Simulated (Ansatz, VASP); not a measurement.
One calculation of BaTiO3, two programs

```
Ba Ti O
1.0
     2.82767    1.63255    2.24820
    -2.82767    1.63255    2.24820
     0.00000   -3.26511    2.24820
Ba Ti O
1 1 3
Direct
  0.00051 0.00051 0.00051
  0.49230 0.49230 0.49230
  0.50799 0.50799 0.01251
  0.01251 0.50799 0.50799
  0.50799 0.01251 0.50799
```

Change from the starting cell: z stretched by -3 %, ions relaxed.

Alike in both runs: functional PBE; k mesh 8 × 8 × 8; occupations fermi-dirac, width 0.02 eV; no spin polarisation.

Ansatz relaxed the structure, and its values are those at the end. VASP's run is a single point on that final structure, the one shown.

|  | VASP | Ansatz |
| --- | --- | --- |
| version | VASP 6.6.1 | Ansatz 0.2.0 |
| potentials or method | VASP PAW PBE potentials, release 64 (Ba_sv, Ti_sv, O_h) | plane-wave PAW, scalar-relativistic |
| plane-wave cutoff (eV) | 910 | 420 |
| valence electrons in the cell | 40 | 40 |

|  | VASP | Ansatz | Ansatz less VASP |
| --- | --- | --- | --- |
| gap on the k mesh at the Fermi level (eV) | 2.06 | 2.12 | +0.059 |
| rms of the force components (eV/Å) | 0.012 | 0.000 | -0.0113 |

Ansatz's warnings: stress scf threshold loose.

Neither program's run includes spin-orbit coupling. Noted on VASP's run: the cutoff is short for stress, so the pressure is rough.
